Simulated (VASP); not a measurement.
# NaCl (Fm-3m) in VASP: notebook, part 2 of 2

VASP 6.6.1. The steps go on from the part before.

## Step 4: Single point, PBE (strain -2.0%)

INCAR reads:

```
  PREC = Accurate
  ENCUT = 520
  EDIFF = 1E-6
  ISMEAR = 0
  SIGMA = 0.01
  LREAL = False
  LASPH = True
  NELM = 80
  ALGO = Normal
  ISIF = 2
  LWAVE = False
  LCHARG = False
  GGA = PE
  NBANDS = 14
```

KPOINTS reads:

```
regular mesh
0
Gamma
  4 4 4
```

POSCAR reads:

```
NaCl
1.0
    0.0000000000      2.7466448489      2.7466448489
    2.7466448489      0.0000000000      2.7466448489
    2.7466448489      2.7466448489      0.0000000000
Na Cl
1 1
Direct
    0.0000000000      0.0000000000      0.0000000000
    0.5000000000      0.5000000000      0.5000000000
```

Potentials or basis: VASP PAW PBE potentials, release 64 (Na_pv, Cl).

Command:

```bash
> cat potpaw_PBE.64/Na_pv/POTCAR potpaw_PBE.64/Cl/POTCAR > POTCAR
> mpirun -np 1 vasp_std > vasp.out
```

OUTCAR:

```text
PREC = Accurate
   ENCUT = 520
   EDIFF = 1E-6
   ISMEAR = 0
   LREAL = False
   LASPH = True
   NELM = 80
   ISIF = 2
   GGA = PE

 ion  position               nearest neighbor table
   1  0.000  0.000  0.000-
   2  0.500  0.500  0.500-

  LATTYP: Found a face centered cubic cell.
 ALAT       =     5.4932896978

  Lattice vectors:

 A1 = (   0.0000000000,   2.7466448489,   2.7466448489)
 A2 = (   2.7466448489,   0.0000000000,   2.7466448489)
 A3 = (   2.7466448489,   2.7466448489,   0.0000000000)

Analysis of symmetry for initial positions (statically):
=====================================================================
 Subroutine PRICEL returns:
 Original cell was already a primitive cell.

 Routine SETGRP: Setting up the symmetry group for a
 face centered cubic supercell.

 Subroutine GETGRP returns: Found 48 space group operations
 (whereof 48 operations were pure point group operations)
 out of a pool of 48 trial point group operations.

The static configuration has the point symmetry O_h .

Analysis of symmetry for dynamics (positions and initial velocities):
=====================================================================
 Subroutine PRICEL returns:
 Original cell was already a primitive cell.

 Routine SETGRP: Setting up the symmetry group for a
 face centered cubic supercell.

 Subroutine GETGRP returns: Found 48 space group operations
 (whereof 48 operations were pure point group operations)
 out of a pool of 48 trial point group operations.

The dynamic configuration has the point symmetry O_h .

 Subroutine INISYM returns: Found 48 space group operations
 (whereof 48 operations are pure point group operations),
 and found     1 'primitive' translations

----------------------------------------------------------------------------------------

                                     Primitive cell
[... 101 lines left out ...]
   AEXX    =    0.0000 exact exchange contribution
   IVDW    =     0    specifies the selected vdW correction
   LEPSILON=     F    determine dielectric tensor
   LRPA    =     F    only Hartree local field effects (RPA)
 non-spin polarized calculation
 Gauss-broadening in eV      SIGMA  =   0.01
  energy-cutoff  :      520.00
  volume of cell :       41.44
 maximum number of plane-waves:      1139
 NGX is ok and might be reduce to    30
   NGX = 15   NGY = 15   NGZ = 15

 number of electron      14.0000004 magnetization

 Free energy of the ion-electron system (eV)
  ---------------------------------------------------
  ext. energy  EPLUGINS =         0.00000000
  ---------------------------------------------------
  free energy    TOTEN  =        -6.73065445 eV

  energy without entropy =       -6.73065445  energy(sigma->0) =       -6.73065445

 E-fermi :  -0.1068     XC(G=0):  -8.5087

 val. band max:       -0.2454325274   @ k =   0.0000   0.0000   0.0000
 cond. band min:       5.1833558898   @ k =   0.0000   0.0000   0.0000
 fundamental gap:      5.4287884172
 Fermi energy:        -0.1068350711

 k-point     1 :       0.0000    0.0000    0.0000
  band No.  band energies     occupation
      1     -20.9283      2.00000
      2     -20.9283      2.00000
      3     -20.9283      2.00000
      4     -13.0964      2.00000
      5      -0.2454      2.00000
      6      -0.2454      2.00000
      7      -0.2454      2.00000
      8       5.1834      0.00000
      9      10.9448      0.00000
     10      10.9448      0.00000
     11      10.9448      0.00000
     12      13.2122      0.00000
     13      13.2122      0.00000
     14      14.9511      0.00000
[... 105 lines left out ...]
      1     -20.9480      2.00000
      2     -20.9480      2.00000
      3     -20.9429      2.00000
      4     -12.5948      2.00000
      5      -1.5944      2.00000
      6      -1.5944      2.00000
      7      -1.1074      2.00000
      8       8.9090      0.00000
      9       9.6601      0.00000
     10       9.6601      0.00000
     11      11.5142      0.00000
     12      16.0851      0.00000
     13      16.0851      0.00000
     14      16.6148      0.00000

------------------------ aborting loop because EDIFF is reached ----------------------------------------

  FORCE on cell =-STRESS in cart. coord.  units (eV):
  Direction    XX          YY          ZZ          XY          YZ          ZX
  --------------------------------------------------------------------------------------
  -------------------------------------------------------------------------------------
  Total        0.8577329      0.8577329      0.8577329      0.0000000      0.0000000     -0.0000000
  in kB       33.1608107     33.1608107     33.1608107      0.0000000      0.0000000     -0.0000000
  external PRESSURE =      33.1608107 kB  Pullay stress =       0.0000000 kB

 VOLUME and BASIS-vectors are now :
 -----------------------------------------------------------------------------
  energy-cutoff  :      520.00
  volume of cell :       41.44
      direct lattice vectors                 reciprocal lattice vectors
     0.000000000  2.746644849  2.746644849    -0.182040281  0.182040281  0.182040281
     2.746644849  0.000000000  2.746644849     0.182040281 -0.182040281  0.182040281
     2.746644849  2.746644849  0.000000000     0.182040281  0.182040281 -0.182040281

 POSITION                                       TOTAL-FORCE (eV/Angst)
 -----------------------------------------------------------------------------------
      0.00000      0.00000      0.00000         0.000000      0.000000      0.000000
      2.74664      2.74664      2.74664         0.000000      0.000000      0.000000
 -----------------------------------------------------------------------------------
    total drift:                               -0.000000      0.000000      0.000000

  FREE ENERGIE OF THE ION-ELECTRON SYSTEM (eV)
  ---------------------------------------------------
  free  energy   TOTEN  =        -6.7306544526 eV

  energy  without entropy=       -6.7306544526  energy(sigma->0) =       -6.73065445
```

OSZICAR:

```text
N       E                     dE             d eps       ncg     rms          rms(c)
DAV:   1     0.104195688103E+03    0.10420E+03   -0.66756E+03   230   0.103E+03
DAV:   2     0.453850626878E+00   -0.10374E+03   -0.96822E+02   248   0.297E+02
DAV:   3    -0.680029365982E+01   -0.72541E+01   -0.72023E+01   278   0.712E+01
DAV:   4    -0.691532495528E+01   -0.11503E+00   -0.11495E+00   254   0.931E+00
DAV:   5    -0.691765113586E+01   -0.23262E-02   -0.23261E-02   286   0.143E+00    0.219E+00
DAV:   6    -0.673730667405E+01    0.18034E+00   -0.28798E-01   260   0.329E+00    0.165E+00
DAV:   7    -0.672559686915E+01    0.11710E-01   -0.82127E-02   262   0.171E+00    0.112E+00
DAV:   8    -0.673070116589E+01   -0.51043E-02   -0.89286E-03   254   0.856E-01    0.308E-01
DAV:   9    -0.673057083632E+01    0.13033E-03   -0.22513E-04   278   0.122E-01    0.149E-01
DAV:  10    -0.673066087213E+01   -0.90036E-04   -0.23159E-04   254   0.133E-01    0.554E-02
DAV:  11    -0.673065390539E+01    0.69667E-05   -0.16649E-05   278   0.416E-02    0.783E-03
DAV:  12    -0.673065445257E+01   -0.54719E-06   -0.14053E-06   260   0.120E-02
   1 F= -.67306545E+01 E0= -.67306545E+01  d E =-.994511E-87
```

Run time: 4.5 s. Hardware: 1 thread of Intel Xeon Platinum 8488C (Sapphire Rapids), shared host; peak memory 0.15 GiB.

Results:

```
Free energy            : -6.7307 eV
Pressure               : 3.3 GPa
Band gap on the k mesh : 5.43 eV
```

Caveat: the k points lie up to 0.50 Å⁻¹ apart; the cell differs from its parent crystal (strain -2.0%).

## Step 5: Summary

| cell | gap on the mesh (eV) | pressure (GPa) |
| --- | --- | --- |
| a = 3.805 Å, angles 60.0°, 2 atoms | 5.71 | 6.0 |
| a = 3.845 Å, angles 60.0°, 2 atoms | 5.56 | 4.6 |
| a = 3.884 Å, angles 60.0°, 2 atoms | 5.43 | 3.3 |

Alike in all rows: task single point; level PBE; potentials or basis VASP PAW PBE potentials, release 64 (Na_pv, Cl); no spin polarisation; k mesh 4 × 4 × 4; cutoff (eV) 520; smearing gaussian 0.01 eV.

Caveats: all runs use coarse meshes.

Total energies depend on the potentials used, so only differences within one code and one set of settings carry meaning.
